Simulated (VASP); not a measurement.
KCl, 2 atoms in the cell. The structure is cubic, space group Fm-3m (No. 225). The conventional cell has a = 6.243 Å, b = 6.243 Å, c = 6.243 Å, α = 90.00°, β = 90.00°, γ = 90.00°. K (site symmetry m-3m) has 6 Cl at 3.12 Å within 4.1 Å. Within 4.1 Å of Cl (site symmetry m-3m) lie 6 K at 3.12 Å. 

* Program: VASP 6.6.1
* Task: elastic constants
* Functional: PBEsol
* Potentials or basis: VASP PAW PBE potentials, release 64 (K_sv, Cl)
* Cutoff: 600 eV
* k mesh: 6 × 6 × 6
* Occupations: gaussian, width 0.01 eV
* Spin: no spin polarisation
* Dipole correction: no
* Ions in elastic constants: relaxed
* Further INCAR settings: ALGO = Normal; EDIFF = 1e-08; NBANDS = 15; IBRION = 6; POTIM = 0.015; NSW = 1; ISIF = 3

Potentials or basis: VASP PAW PBE potentials, release 64 (K_sv, Cl).

Run with:

```bash
$ cat potpaw_PBE.64/K_sv/POTCAR potpaw_PBE.64/Cl/POTCAR > POTCAR
$ mpirun -np 1 vasp_std > vasp.out
```

Hardware: 1 thread of Oxide Virtual Turin-like Processor, with other jobs on the host.

Q: Estimate the wall time of this run.

A: Run time: 19 min on 1 thread of Oxide Virtual Turin-like Processor (shared host), peak memory 0.26 GiB. Counts: scf iterations 198, k points 16.
